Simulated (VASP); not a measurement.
Wanted: the native input for a VASP 6.6.1 run.

```yaml
Task: single point
Functional: r2SCAN
Potentials_or_basis: VASP PAW PBE potentials, release 64 (Ti_sv, O)
Cutoff: 660 eV
k_mesh: 6 × 6 × 6
Occupations: fermi-dirac, width 0.001 eV
Spin: no spin polarisation
Dipole_correction: no
Further_INCAR_settings: ALGO = Normal; EDIFF = 1e-06; NBANDS = 19
```

The system is TiO2.

```xyz
3
Lattice="0.0000 2.3968 2.3968 2.3968 0.0000 2.3968 2.3968 2.3968 0.0000" Properties=species:S:1:pos:R:3 pbc="T T T"
Ti    0.0000    0.0000    0.0000
O     1.1984    1.1984    1.1984
O     3.5952    3.5952    3.5952
```

These files were run (other wordings do the same):

POSCAR

```
TiO2
1.0
    0.0000000000      2.3968272579      2.3968272579
    2.3968272579      0.0000000000      2.3968272579
    2.3968272579      2.3968272579      0.0000000000
Ti O
1 2
Direct
    0.0000000000      0.0000000000      0.0000000000
    0.2500000000      0.2500000000      0.2500000000
    0.7500000000      0.7500000000      0.7500000000
```

INCAR.step1

```
ALGO = Normal
EDIFF = 1E-5
ENCUT = 660
GGA = PE
GGA_COMPAT = F
ISMEAR = -1
LASPH = T
LCHARG = F
LREAL = F
LWAVE = T
NBANDS = 19
NELM = 120
PREC = Accurate
SIGMA = 0.001
```

INCAR.step2

```
ALGO = Normal
EDIFF = 1E-6
ENCUT = 660
GGA_COMPAT = F
ISIF = 2
ISMEAR = -1
ISTART = 1
LASPH = T
LCHARG = T
LELF = T
LMIXTAU = T
LREAL = F
LVHAR = T
LWAVE = F
METAGGA = R2SCAN
NBANDS = 19
NELM = 120
PREC = Accurate
SIGMA = 0.001
```

KPOINTS

```
k-points
0
Gamma
  6 6 6
```

Potentials or basis: VASP PAW PBE potentials, release 64 (Ti_sv, O).

Launch:

```bash
$ cat potpaw_PBE.64/Ti_sv/POTCAR potpaw_PBE.64/O/POTCAR > POTCAR
$ cp INCAR.step1 INCAR
$ mpirun -np 1 vasp_std > vasp.out
$ cp INCAR.step2 INCAR
$ mpirun -np 1 vasp_std > vasp.out
```

It gave:

| Quantity | Value |
| --- | --- |
| Pressure | 1.2 GPa |
| Band gap on the k mesh | 1.55 eV, indirect (least direct gap 2.24 eV) |

Caveat: the PAW data sets were made with another functional, which shifts forces and pressure a little.

Wall time 36 s on 1 thread of Intel(R) Xeon(R) Platinum 8488C (Sapphire Rapids) (shared host), peak memory 0.16 GiB.
